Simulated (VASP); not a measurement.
# Ta5N2 in VASP: single point with PBEsol

Aim: the single point of Ta5N2 with PBEsol.

Everything below comes from runs of VASP 6.6.1. Logs are shortened: lines on timing, memory, paths and dates and some standing lists are left out, and cuts for length are marked.

### 1 The cell of the first run

The cell holds a slab with vacuum, 7 atoms: a = 3.281 Å, b = 3.281 Å, c = 26.661 Å, α = 90.00°, β = 90.00°, γ = 90.00°.

### 2 Single point, PBEsol

Input file INCAR:

```
ALGO = Normal
DIPOL = 0.5 0.5 0.499
EDIFF = 1E-6
ENCUT = 520
GGA = PS
GGA_COMPAT = F
IDIPOL = 3
ISIF = 2
ISMEAR = 0
LASPH = T
LCHARG = F
LDIPOL = T
LREAL = F
LWAVE = F
NBANDS = 46
NELM = 120
NELMDL = -8
PREC = Accurate
SIGMA = 0.1
```

Input file KPOINTS:

```
k-points
0
Gamma
  9 9 1
```

Input file POSCAR:

```
Ta5N2
1.0
    3.2805195243      0.0000000000      0.0000000000
    0.0000000000      3.2805195243      0.0000000000
    0.0000000000      0.0000000000     26.6610390486
Ta N
5 2
Direct
    0.5000000000      0.5000000000      0.3188172818
    0.0000000000      0.0000000000      0.3803400064
    0.5000000000      0.5000000000      0.4415156594
    0.0000000000      0.0000000000      0.5034150726
    0.5000000000      0.5000000000      0.5614037349
    0.0000000000      0.5000000000      0.6212320959
    0.0000000000      0.5000000000      0.6642351496
```

Potentials or basis: VASP PAW PBE potentials, release 64 (Ta_sv_GW, N).

Launch:

```sh
$ cat potpaw_PBE.64/Ta_sv_GW/POTCAR potpaw_PBE.64/N/POTCAR > POTCAR
$ mpirun -np 1 vasp_std > vasp.out
```

OUTCAR:

```text
EDIFF = 1E-6
   ENCUT = 520
   GGA = PS
   ISIF = 2
   ISMEAR = 0
   LASPH = T
   LREAL = F
   NELM = 120
   NELMDL = -8
   PREC = Accurate

 ion  position               nearest neighbor table
   1  0.500  0.500  0.319-   2 2.84   2 2.84   2 2.84   2 2.84   3 3.27
   2  0.000  0.000  0.380-   3 2.84   3 2.84   3 2.84   3 2.84   1 2.84   1 2.84   1 2.84   1 2.84
                             4 3.28
   3  0.500  0.500  0.442-   2 2.84   2 2.84   2 2.84   2 2.84   4 2.85   4 2.85   4 2.85   4 2.85
                             5 3.20   1 3.27
   4  0.000  0.000  0.503-   5 2.79   5 2.79   5 2.79   5 2.79   3 2.85   3 2.85   3 2.85   3 2.85
                             2 3.28
   5  0.500  0.500  0.561-   6 2.29   6 2.29   4 2.79   4 2.79   4 2.79   4 2.79   3 3.20
   6  0.000  0.500  0.621-   7 1.15   5 2.29   5 2.29
   7  0.000  0.500  0.664-   6 1.15

  LATTYP: Found a simple tetragonal cell.
 ALAT       =     3.2805195243
 C/A-ratio  =     8.1270783030

  Lattice vectors:

 A1 = (   3.2805195243,   0.0000000000,   0.0000000000)
 A2 = (   0.0000000000,   3.2805195243,   0.0000000000)
 A3 = (   0.0000000000,   0.0000000000,  26.6610390486)

Analysis of symmetry for initial positions (statically):
=====================================================================
 Subroutine PRICEL returns:
 Original cell was already a primitive cell.

 Routine SETGRP: Setting up the symmetry group for a
 simple tetragonal supercell.

 Subroutine GETGRP returns: Found  4 space group operations
 (whereof  4 operations were pure point group operations)
 out of a pool of 16 trial point group operations.

The static configuration has the point symmetry C_2v.

Analysis of symmetry for dynamics (positions and initial velocities):
=====================================================================
 Subroutine PRICEL returns:
 Original cell was already a primitive cell.

 Routine SETGRP: Setting up the symmetry group for a
 simple tetragonal supercell.

 Subroutine GETGRP returns: Found  4 space group operations
 (whereof  4 operations were pure point group operations)
 out of a pool of 16 trial point group operations.

The dynamic configuration has the point symmetry C_2v.

 Subroutine INISYM returns: Found  4 space group operations
 (whereof  4 operations are pure point group operations),
 and found     1 'primitive' translations

----------------------------------------------------------------------------------------

                                     Primitive cell

  volume of cell :     286.9210

  direct lattice vectors                    reciprocal lattice vectors
     3.280519524  0.000000000  0.000000000     0.304829766  0.000000000  0.000000000
     0.000000000  3.280519524  0.000000000     0.000000000  0.304829766  0.000000000
     0.000000000  0.000000000 26.661039049     0.000000000  0.000000000  0.037507916

  length of vectors
     3.280519524  3.280519524 26.661039049     0.304829766  0.304829766  0.037507916

  position of ions in fractional coordinates (direct lattice)
     0.500000000  0.500000000  0.318817282
     0.000000000  0.000000000  0.380340006
     0.500000000  0.500000000  0.441515659
     0.000000000  0.000000000  0.503415073
     0.500000000  0.500000000  0.561403735
     0.000000000  0.500000000  0.621232096
     0.000000000  0.500000000  0.664235150

  ion indices of the primitive-cell ions
   primitive index   ion index
                 1           1
                 2           2
                 3           3
                 4           4
                 5           5
                 6           6
                 7           7

----------------------------------------------------------------------------------------

 KPOINTS: k-points

Automatic generation of k-mesh.
 Grid dimensions read from file:
 generate k-points for:    9    9    1

 Generating k-lattice:

  Cartesian coordinates                     Fractional coordinates (reciprocal lattice)
     0.033869974  0.000000000  0.000000000     0.111111111  0.000000000  0.000000000
     0.000000000  0.033869974  0.000000000     0.000000000  0.111111111  0.000000000
     0.000000000  0.000000000  0.037507916     0.000000000  0.000000000  1.000000000

  Length of vectors
     0.033869974  0.033869974  0.037507916

  Shift w.r.t. Gamma in fractional coordinates (k-lattice)
     0.000000000  0.000000000  0.000000000

 Subroutine IBZKPT returns following result:
 ===========================================

 Found     25 irreducible k-points:

 Following reciprocal coordinates:
            Coordinates               Weight
  0.000000  0.000000  0.000000      1.000000
  0.111111  0.000000  0.000000      2.000000
  0.000000  0.111111  0.000000      2.000000
  0.222222  0.000000  0.000000      2.000000
  0.000000  0.222222  0.000000      2.000000
  0.333333  0.000000  0.000000      2.000000
[... 16 lines left out ...]
  0.444444  0.333333  0.000000      4.000000
 -0.333333  0.444444  0.000000      4.000000
   k-points           NKPTS =     25   k-points in BZ     NKDIM =     25   number of bands    NBANDS=     46
   number of dos      NEDOS =    301   number of ions     NIONS =      7
   total plane-waves  NPLWV = 115200
   dimension x,y,z NGX =    24 NGY =   24 NGZ =  200
   dimension x,y,z NGXF=    48 NGYF=   48 NGZF=  400
   ions per type =               5   2
   NGX,Y,Z   is equivalent  to a cutoff of  12.16, 12.16, 12.47 a.u.
   NGXF,Y,Z  is equivalent  to a cutoff of  24.32, 24.32, 24.94 a.u.
 SYSTEM =  unknown system
   PREC   = accura    normal or accurate (medium, high low for compatibility)
   ISTART =      0    job   : 0-new  1-cont  2-samecut
   ICHARG =      2    charge: 1-file 2-atom 10-const
   ISPIN  =      1    spin polarized calculation?
   LNONCOLLINEAR =      F non collinear calculations
   LSORBIT =      F    spin-orbit coupling
   LASPH  =      T    aspherical Exc in radial PAW
   ENCUT  =  520.0 eV  38.22 Ry    6.18 a.u.   6.10  6.10 49.57*2*pi/ulx,y,z
   NELM   =    120;   NELMIN=  2; NELMDL= -8     # of ELM steps
   EDIFF  = 0.1E-05   stopping-criterion for ELM
   LREAL  =      F    real-space projection
   EDIFFG = 0.1E-04   stopping-criterion for IOM
   NSW    =      0    number of steps for IOM
   IBRION =     -1    ionic relax: 0-MD 1-quasi-New 2-CG
   NFREE  =      0    steps in history (QN), initial steepest desc. (CG)
   ISIF   =      2    stress and relaxation
   ISYM   =      2    0-nonsym 1-usesym 2-fastsym
   POTIM  = 0.5000    time-step for ionic-motion
   TEBEG  =    0.0;   TEEND  =   0.0 temperature during run
   PSTRESS=    0.0 pullay stress
   NELECT =      75.0000    total number of electrons
   NUPDOWN=      -1.0000    fix difference up-down
   EMIN   =  10.00;   EMAX   =-10.00  energy-range for DOS
   EFERMI =   0.00;   METHOD = LEGACY
   ISMEAR =     0;   SIGMA  =   0.10  broadening in eV -4-tet -1-fermi 0-gaus
   EFERMI_NEDOS =   21; number of points for ismear=-14 and -15
   IALGO  =     38    algorithm
   IMIX   =      4    mixing-type and parameters
     AMIX     =   0.40;   BMIX     =  1.00
     AMIX_MAG =   1.60;   BMIX_MAG =  1.00
  volume/ion in A,a.u.               =      40.99       276.61
  Fermi-wavevector in a.u.,A,eV,Ry     =   1.046746  1.978062 14.907582  1.095676
  Thomas-Fermi vector in A             =   2.181597
   LORBIT       =      0    0 simple, 1 ext, 2 COOP (PROOUT), +10 PAW based schemes
   GGA     = PS    functional components
   LHFCALC =     F    Hartree Fock is set to
   AEXX    =    0.0000 exact exchange contribution
   IVDW    =     0    specifies the selected vdW correction
   LEPSILON=     F    determine dielectric tensor
   LRPA    =     F    only Hartree local field effects (RPA)
 non-spin polarized calculation
 Gauss-broadening in eV      SIGMA  =   0.10
  energy-cutoff  :      520.00
  volume of cell :      286.92
 maximum number of plane-waves:      7774
   NGX = 13   NGY = 13   NGZ = 99

 dipolmoment           0.000000      0.000000     -0.095773 electrons x Angstroem

 number of electron      74.9999986 magnetization

 dipolmoment           0.000000      0.000000      0.076707 electrons x Angstroem

 Free energy of the ion-electron system (eV)
  ---------------------------------------------------
  ext. energy  EPLUGINS =         0.00000000
  ---------------------------------------------------
  free energy    TOTEN  =       -89.09832716 eV

  energy without entropy =      -89.06594203  energy(sigma->0) =      -89.08213459

 E-fermi :   0.8243     XC(G=0):  -5.6156

 val. band max:        0.8055271399   @ k =   0.4444   0.0000   0.0000
 cond. band min:       0.8243812357   @ k =   0.0000   0.3333   0.0000
 fundamental gap:      0.0188540958
 Fermi energy:         0.8242782806

 k-point     1 :       0.0000    0.0000    0.0000
  band No.  band energies     occupation
      1     -67.4557      2.00000
      2     -67.0733      2.00000
      3     -66.4724      2.00000
      4     -66.3583      2.00000
      5     -66.2097      2.00000
      6     -33.9637      2.00000
[... 38 lines left out ...]
     45       2.8105      0.00000
     46       3.3383      0.00000

 k-point     2 :       0.1111    0.0000    0.0000
  band No.  band energies     occupation
      1     -67.4545      2.00000
      2     -67.0716      2.00000
      3     -66.4681      2.00000
      4     -66.3590      2.00000
      5     -66.2113      2.00000
      6     -33.9676      2.00000
[... 38 lines left out ...]
     45       2.8156      0.00000
     46       3.3934      0.00000

 k-point     3 :       0.0000    0.1111    0.0000
  band No.  band energies     occupation
      1     -67.4545      2.00000
      2     -67.0717      2.00000
      3     -66.4681      2.00000
      4     -66.3590      2.00000
      5     -66.2113      2.00000
      6     -33.9677      2.00000
[... 38 lines left out ...]
     45       2.8096      0.00000
     46       3.4860      0.00000

 k-point     4 :       0.2222    0.0000    0.0000
  band No.  band energies     occupation
      1     -67.4513      2.00000
      2     -67.0675      2.00000
      3     -66.4566      2.00000
      4     -66.3614      2.00000
      5     -66.2156      2.00000
      6     -33.9803      2.00000
[... 920 lines left out ...]
     45       3.4362      0.00000
     46       4.3470      0.00000

 k-point    23 :       0.4444    0.3333    0.0000
  band No.  band energies     occupation
      1     -67.4394      2.00000
      2     -67.0534      2.00000
      3     -66.4218      2.00000
      4     -66.3652      2.00000
      5     -66.2182      2.00000
      6     -34.0188      2.00000
[... 38 lines left out ...]
     45       3.9836      0.00000
     46       4.4445      0.00000

 k-point    24 :      -0.3333    0.4444    0.0000
  band No.  band energies     occupation
      1     -67.4394      2.00000
      2     -67.0535      2.00000
      3     -66.4218      2.00000
      4     -66.3652      2.00000
      5     -66.2182      2.00000
      6     -34.0078      2.00000
[... 38 lines left out ...]
     45       3.5458      0.00000
     46       4.3069      0.00000

 [... further k-points ...]

------------------------ aborting loop because EDIFF is reached ----------------------------------------

 vacuum level on the upper side and lower side of the slab       (xc-potential included)         0.403        -0.907

  FORCE on cell =-STRESS in cart. coord.  units (eV):
  Direction    XX          YY          ZZ          XY          YZ          ZX
  --------------------------------------------------------------------------------------
  -------------------------------------------------------------------------------------
  Total       -6.6407953     -4.2343511     -1.6844907      0.0000000      0.0000000      0.0000000
  in kB      -37.0824442    -23.6447718     -9.4062576      0.0000000      0.0000000      0.0000000
  external PRESSURE =     -23.3778245 kB  Pullay stress =       0.0000000 kB

 VOLUME and BASIS-vectors are now :
 -----------------------------------------------------------------------------
  energy-cutoff  :      520.00
  volume of cell :      286.92
      direct lattice vectors                 reciprocal lattice vectors
     3.280519524  0.000000000  0.000000000     0.304829766  0.000000000  0.000000000
     0.000000000  3.280519524  0.000000000     0.000000000  0.304829766  0.000000000
     0.000000000  0.000000000 26.661039049     0.000000000  0.000000000  0.037507916

 POSITION                                       TOTAL-FORCE (eV/Angst)
 -----------------------------------------------------------------------------------
      1.64026      1.64026      8.50000         0.000000      0.000000      1.474432
      0.00000      0.00000     10.14026         0.000000      0.000000     -1.484700
      1.64026      1.64026     11.77127         0.000000      0.000000      0.018068
      0.00000      0.00000     13.42157         0.000000      0.000000     -0.010903
      1.64026      1.64026     14.96761         0.000000      0.000000     -0.003675
      0.00000      1.64026     16.56269         0.000000      0.000000     -0.957190
      0.00000      1.64026     17.70920         0.000000      0.000000      0.963968
 -----------------------------------------------------------------------------------
    total drift:                                0.000000     -0.000000     -0.000637

  FREE ENERGIE OF THE ION-ELECTRON SYSTEM (eV)
  ---------------------------------------------------
  free  energy   TOTEN  =       -89.0983271571 eV

  energy  without entropy=      -89.0659420278  energy(sigma->0) =      -89.08213459

 vacuum level on the upper side and lower side of the slab         5.938         4.626
```

Wall time 16 min (1 thread of Intel Xeon Platinum 8488C (Sapphire Rapids), shared host); peak memory 0.48 GiB.

What came out:

```
Free energy            : -89.0983 eV
Largest force          : 1.485 eV/Å
Band gap on the k mesh : zero (an odd number of electrons rules out a gap without spin polarisation)
```

Forces in eV/Å, atoms in the order of the input:
```
Ta   0.000  0.000  1.474
Ta   0.000  0.000 -1.485
Ta   0.000  0.000  0.018
Ta   0.000  0.000 -0.011
Ta   0.000  0.000 -0.004
N    0.000  0.000 -0.957
N    0.000  0.000  0.964
```

Levels at points of the mesh, in eV from the Fermi level:
```
           k point  band 36  band 37  band 38  band 39  band 40  band 41
(0.00, 0.00, 0.00)     0.43     0.44     0.53     0.69     0.70     0.81
```

Caveat: the standard files for N, O and F lose accuracy on very short bonds; the PAW data sets were made with another functional, which shifts forces and pressure a little; spin-orbit coupling is left out, which moves the levels of the heavy elements.
